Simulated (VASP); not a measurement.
A run of VASP 6.6.1:

INCAR

```
PREC     = Accurate       # precision mode
ENCUT    = 520            # plane-wave cutoff, eV
EDIFF    = 1E-6           # SCF threshold, eV
ISMEAR   = 0              # smearing method
SIGMA    = 0.1            # smearing width, eV
LREAL    = False          # projectors in reciprocal space
LASPH    = True           # aspherical terms in the spheres
NELM     = 100            # most SCF steps
ALGO     = Normal         # electronic algorithm
ISIF     = 2              # what is computed and relaxed
LWAVE    = False          # write WAVECAR
LCHARG   = True           # write CHGCAR
GGA      = PE             # functional
LELF     = True           # ELF
LVHAR    = True         
NBANDS   = 24             # bands
```

The input KPOINTS:

```
Automatic mesh
0
Gamma
  10 10 6
```

Contents of POSCAR:

```
Li5Ge
1.0
    3.9718295628      0.0000000000      0.0000000000
    0.0000000000      3.9718295628      0.0000000000
    0.0000000000      0.0000000000      6.6757285665
Li Ge
5 1
Direct
    0.0000000000      0.5000000000      0.2090760372
    0.5000000000      0.0000000000      0.2090760372
    0.0000000000      0.5000000000      0.7909239628
    0.5000000000      0.0000000000      0.7909239628
    0.5000000000      0.5000000000      0.5000000000
    0.0000000000      0.0000000000      0.5000000000
```

Potentials or basis: VASP PAW PBE potentials, release 64 (Li_sv, Ge_d).

The run is started by

```sh
$ cat potpaw_PBE.64/Li_sv/POTCAR potpaw_PBE.64/Ge_d/POTCAR > POTCAR
$ mpirun -np 1 vasp_std > vasp.out
```

Hardware: 1 thread of AMD EPYC 7R43 64-Core Processor (Zen 3), with other jobs on the host.

Question: How long does it take, and how much memory?

Answer: Run time: 2.3 min on 1 thread of AMD EPYC 7R43 64-Core Processor (Zen 3), with other jobs on the host, peak memory 0.28 GiB. Counts: scf iterations 12, k points 84.
